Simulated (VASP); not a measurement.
A run of VASP 6.6.1 is set up as follows.

INCAR

```
PREC = Accurate
ENCUT = 520
EDIFF = 1E-8
ISMEAR = 0
SIGMA = 0.01
LREAL = False
LASPH = True
NELM = 100
ALGO = Normal
ISIF = 2
LWAVE = False
LCHARG = True
GGA = PE
IBRION = 8
NSW = 1
LEPSILON = True
```

The input KPOINTS:

```
regular mesh
0
Gamma
  12 12 12
```

POSCAR

```
Si
1.0
    0.0000000000      2.6031187260      2.6031187260
    2.6031187260      0.0000000000      2.6031187260
    2.6031187260      2.6031187260      0.0000000000
Si
2
Direct
    0.5000000000      0.5000000000      0.5000000000
    0.7500000000      0.7500000000      0.7500000000
```

Potentials or basis: VASP PAW PBE potentials, release 64 (Si).

Launch:

```bash
$ cat potpaw_PBE.64/Si/POTCAR > POTCAR
$ mpirun -np 1 vasp_std > vasp.out
```

(1) Predict the electronic dielectric tensor (diagonal).

(2) What does it give for the Born charges (mean of the diagonal)?

(3) Predict the highest phonon frequency at Γ.

Results:

(1) 12.93.

(2) Si +0.00 e.

(3) 581 cm⁻¹.

Caveat: the cell wasn't relaxed at this level first, which shifts response properties.
